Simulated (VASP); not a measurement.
Runs of VASP 6.6.1 on BiTe. The structure is that of space group Fm-3m (No. 225), or close to it. The cells are those of the table. 

| cell | gap on the mesh (eV) | pressure (GPa) |
| --- | --- | --- |
| a = 4.562 Å, angles 60.0°, 2 atoms | none | (b) |
| a = 4.523 Å, angles 60.0°, 2 atoms | none | 1.9 |
| a = 4.601 Å, angles 60.0°, 2 atoms | none | -0.9 |
| a = 4.676 Å, angles 60.0°, 2 atoms | none | (a) |
| a = 4.639 Å, angles 60.0°, 2 atoms | none | -2.0 |

Alike in all rows: task electric field gradients; level r2SCAN; potentials or basis VASP PAW PBE potentials, release 64 (Bi_d, Te); no spin polarisation; k mesh 10 × 10 × 10; cutoff (eV) 520; smearing fermi-dirac 0.05 eV.

Estimate the missing entries.

(a) -2.9; (b) 0.4.

Caveats: the PAW data sets were made with another functional, which shifts forces and pressure a little; spin-orbit coupling is left out, which moves the levels of the heavy elements.

A k mesh can miss the band edges, and the runs leave out spin-orbit coupling on Bi, Te.

A gap of «none» marks levels without a gap at the run's occupations.
